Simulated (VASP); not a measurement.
## TiB2: single point with PBE

TiB2:

```
Ti B
1.0
     3.02920    0.00000    0.00000
    -1.51460    2.62336    0.00000
     0.00000    0.00000    3.22840
Ti B
1 2
Direct
  0.00000 0.00000 0.00000
  0.33333 0.66667 0.50000
  0.66667 0.33333 0.50000
```

```json
{
  "Program": "VASP 6.6.1",
  "Task": "single point",
  "Functional": "PBE",
  "Potentials or basis": "VASP PAW PBE potentials, release 64 (Ti_sv, B)",
  "Cutoff": "500 eV",
  "k mesh": "3 × 3 × 3",
  "Occupations": "fermi-dirac, width 0.05 eV",
  "Spin": "no spin polarisation"
}
```

The pressure is -0.6 GPa. The band gap on the k mesh is zero (filled and empty bands touch).

Stress tensor (GPa, compression positive):
```
 1.60  0.00  0.00
 0.00  1.60  0.00
 0.00  0.00 -5.01
```

Levels at points of the mesh, in eV from the Fermi level:
```csv
k point,band 7,band 8,band 9,band 10,band 11,band 12
"(0.00, 0.00, 0.00)",-2.76,-2.48,-2.31,1.68,1.68,3.47
```

Wall time 4.2 s on 1 thread of Intel(R) Xeon(R) Platinum 8488C (Sapphire Rapids), with other jobs on the host, peak memory 0.13 GiB.

Caveat: the k points lie up to 0.80 Å⁻¹ apart.
